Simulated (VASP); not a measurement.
Input of a VASP 6.6.1 run:

POSCAR

```
Tl3S
1.0
   -2.3509700000      2.3509700000      5.1428010000
    2.3509700000     -2.3509700000      5.1428010000
    2.3509700000      2.3509700000     -5.1428010000
Tl S
3 1
Direct
    0.5000000000      0.5000000000      0.0000000000
    0.2500000000      0.7500000000      0.5000000000
    0.7500000000      0.2500000000      0.5000000000
    0.0000000000      0.0000000000      0.0000000000
```

The input INCAR.step1:

```
  PREC = Accurate
  ENCUT = 520
  EDIFF = 1E-5
  ISMEAR = -1
  SIGMA = 0.05
  LREAL = F
  LASPH = T
  NELM = 60
  ALGO = Normal
  ISIF = 2
  LWAVE = T
  LCHARG = F
  NBANDS = 30
  GGA = PE
  LUSENCCL = F
```

INCAR.step2

```
  PREC = Accurate
  ENCUT = 520
  EDIFF = 1E-6
  ISMEAR = -1
  SIGMA = 0.05
  LREAL = F
  LASPH = T
  NELM = 60
  ALGO = Normal
  ISIF = 2
  LWAVE = F
  LCHARG = F
  GGA = PE
  LHFCALC = T
  AEXX = 0.1
  HFSCREEN = 0.2
  PRECFOCK = Normal
  NBANDS = 30
  ISTART = 1
  LUSENCCL = F
```

File KPOINTS:

```
regular mesh
0
Gamma
  4 4 4
```

Potentials or basis: VASP PAW PBE potentials, release 64 (Tl_d, S).

Run with:

```console
$ cat potpaw_PBE.64/Tl_d/POTCAR potpaw_PBE.64/S/POTCAR > POTCAR
$ cp INCAR.step1 INCAR
$ mpirun -np 1 vasp_std > vasp.out
$ cp INCAR.step2 INCAR
$ mpirun -np 1 vasp_std > vasp.out
```

(1) Estimate the pressure.

(2) Predict the band gap on the k mesh.

Results:

(1) -0.4 GPa.

(2) zero (an odd number of electrons rules out a gap without spin polarisation).

Caveat: the k points lie up to 0.37 Å⁻¹ apart, too coarse for converged energies and pressures of a metal; the PAW data sets were made with another functional, which shifts forces and pressure a little; spin-orbit coupling is left out, which moves the levels of the heavy elements.
